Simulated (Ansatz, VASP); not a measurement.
# Two plane-wave programs on Cr

```
Cr
1.0
     4.17284    0.00000    0.00000
    -2.08642    3.61379    0.00000
     0.00000    0.00000    2.24318
Cr
3
Direct
  0.00000 0.00000 0.00000
  0.33333 0.66667 0.50000
  0.66667 0.33333 0.50000
```

Alike in both runs: task single point; functional BLYP; k mesh 10 × 10 × 15; occupations fermi-dirac, width 0.1 eV; no spin polarisation.

|  | VASP | Ansatz |
| --- | --- | --- |
| version | VASP 6.6.1 | Ansatz 0.2.0 |
| potentials or method | VASP PAW PBE potentials, release 64 (Cr_pv), cutoff 520 eV | plane waves (420 eV) with PAW, scalar-relativistic |
| valence electrons in the cell | 36 | 42 |

|  | VASP | Ansatz | Ansatz less VASP |
| --- | --- | --- | --- |
| pressure (GPa) | 21.4 | 21.4 | +0.01 |
| traceless stress, the component that is largest in VASP (GPa) | 2.02 | 1.91 | -0.110 |

VASP's potentials were made for PBE, not for BLYP. VASP's potentials hold 36 valence electrons a cell and Ansatz's 42, so a difference there can come from the potentials and not from the codes.
